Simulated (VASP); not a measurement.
Set up this calculation in VASP 6.6.1, as the native input.

```
Task                   : relaxation of the atoms
Functional             : PBE
Potentials or basis    : VASP PAW PBE potentials, release 64 (C)
Cutoff                 : 520 eV
k mesh                 : 15 × 15 × 5
Occupations            : fermi-dirac, width 0.05 eV
Spin                   : no spin polarisation
Dipole correction      : no
Further INCAR settings : ALGO = Normal; EDIFF = 1e-06; IBRION = 2; EDIFFG = -0.02; NSW = 80
```

The structure of C lies in POSCAR:

```
C
1.0
    2.4700000000      0.0000000000      0.0000000000
   -1.2350000000      2.1390827473      0.0000000000
    0.0000000000      0.0000000000      6.7900000000
C
4
Direct
    0.0000000000      0.0000000000      0.0000000000
    0.0000000000      0.0000000000      0.5000000000
    0.3333333333      0.6666666667      0.0050000000
    0.6666666667      0.3333333333      0.5050000000
```

These files were run (other wordings do the same):

INCAR

```
PREC     = Accurate       # precision mode
ENCUT    = 520            # plane-wave cutoff, eV
EDIFF    = 1E-6           # SCF threshold, eV
ISMEAR   = -1             # smearing method
SIGMA    = 0.05           # smearing width, eV
LREAL    = False          # projectors in reciprocal space
LASPH    = True           # aspherical terms in the spheres
NELM     = 100            # most SCF steps
ALGO     = Normal         # electronic algorithm
ISIF     = 2              # what is computed and relaxed
LWAVE    = False          # write WAVECAR
LCHARG   = False          # write CHGCAR
GGA      = PE             # functional
IBRION   = 2              # ionic algorithm
NSW      = 80             # ionic steps
EDIFFG   = -0.02          # ionic threshold
```

KPOINTS

```
regular mesh
0
Gamma
  15 15 5
```

Potentials or basis: VASP PAW PBE potentials, release 64 (C).

The run is started by

```sh
$ cat potpaw_PBE.64/C/POTCAR > POTCAR
$ mpirun -np 1 vasp_std > vasp.out
```

Results of the run:

```
Energy gained by relaxing : 4.8 meV/atom
Ionic steps               : 3
Pressure after relaxing   : 0.1 GPa
Band gap on the k mesh    : zero (bands 8 and 9 overlap by 0.03 eV)
```

Caveat: this functional lacks dispersion, which binds the layers, so the pressure and a relaxed spacing across them are unreliable.

Run time: 31 s on 1 thread of AMD EPYC 7R13 Processor (Zen 3), with other jobs on the host, peak memory 0.12 GiB.
